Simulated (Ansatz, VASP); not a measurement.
## Cu: VASP beside Ansatz

```
Cu
1.0
     1.44279   -1.44279   -1.37608
     1.44279    1.44279   -1.37608
     2.88559    0.00000    2.75216
Cu
2
Direct
  0.02599 0.97401 0.00000
  0.47401 0.52599 0.50000
```

Change from the starting cell: mode 5 (176.7 1/cm) frozen in, largest displacement +0.075 Å.

Alike in both runs: task single point; functional PBEsol; k mesh 20 × 20 × 12; occupations gaussian, width 0.15 eV; no spin polarisation.

|  | VASP | Ansatz |
| --- | --- | --- |
| version | VASP 6.6.1 | Ansatz 0.2.0 |
| potentials or method | VASP PAW PBE potentials, release 64 (Cu), cutoff 520 eV | scalar-relativistic, plane waves, PAW |
| valence electrons in the cell | 22 | 38 |

|  | VASP | Ansatz | Ansatz less VASP |
| --- | --- | --- | --- |
| gap on the k mesh at the Fermi level (eV) | none | none | - |
| pressure (GPa) | 0.3 | -0.6 | -0.83 |
| traceless stress, the component that is largest in VASP (GPa) | 1.25 | 1.28 | +0.035 |
| rms of the force components (eV/Å) | 0.314 | 0.314 | +0.0004 |

VASP's potentials were made for PBE, not for PBEsol. Atom by atom the forces differ by 0.000 eV/Å (rms over components). A gap of «none» marks a metal or a gap that the smearing closes. VASP's potentials hold 22 valence electrons a cell and Ansatz's 38, so a difference there can come from the potentials and not from the codes.
